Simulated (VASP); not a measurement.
Write the native input for VASP 6.6.1 that does the following.

```
Task                   : single point
Functional             : PBE
Potentials or basis    : VASP PAW PBE potentials, release 64 (Ba_sv, Hf_pv, O)
Cutoff                 : 600 eV
k mesh                 : 6 × 6 × 6
Occupations            : gaussian, width 0.02 eV
Spin                   : no spin polarisation
Dipole correction      : no
Further INCAR settings : ALGO = Normal; EDIFF = 1e-06; NBANDS = 27
```

The structure of BaHfO3 (hb.bB) lies in POSCAR:

```
BaHfO3
1.0
    4.2066186427      0.0000000000      0.0000000000
    0.0000000000      4.2066186427      0.0000000000
    0.0000000000      0.0000000000      4.2066186427
Ba Hf O
1 1 3
Direct
    0.0000000000      0.0000000000      0.0000000000
    0.5000000000      0.5000000000      0.5000000000
    0.5000000000      0.5000000000      0.0000000000
    0.0000000000      0.5000000000      0.5000000000
    0.5000000000      0.0000000000      0.5000000000
```

The input as run:

INCAR

```
SYSTEM = BaHfO3
PREC = Accurate
ENCUT = 600
EDIFF = 1E-6
ISMEAR = 0
SIGMA = 0.02
LREAL = .False.
LASPH = .True.
NELM = 120
ALGO = Normal
ISIF = 2
LWAVE = .False.
LCHARG = .False.
GGA = PE
NBANDS = 27
GGA_COMPAT = .False.
```

KPOINTS

```
Automatic mesh
0
Gamma
  6 6 6
  0 0 0
```

Potentials or basis: VASP PAW PBE potentials, release 64 (Ba_sv, Hf_pv, O).

Command:

```bash
$ cat potpaw_PBE.64/Ba_sv/POTCAR potpaw_PBE.64/Hf_pv/POTCAR potpaw_PBE.64/O/POTCAR > POTCAR
$ mpirun -np 1 vasp_std > vasp.out
```

It gave:

The pressure is -0.8 GPa and the band gap on the k mesh is 3.54 eV, indirect (least direct gap 3.78 eV).

Caveat: spin-orbit coupling is left out, which moves the levels of the heavy elements.

Run time: 34 s on 1 thread of Intel(R) Xeon(R) Platinum 8488C (Sapphire Rapids), on a shared host, peak memory 0.23 GiB.
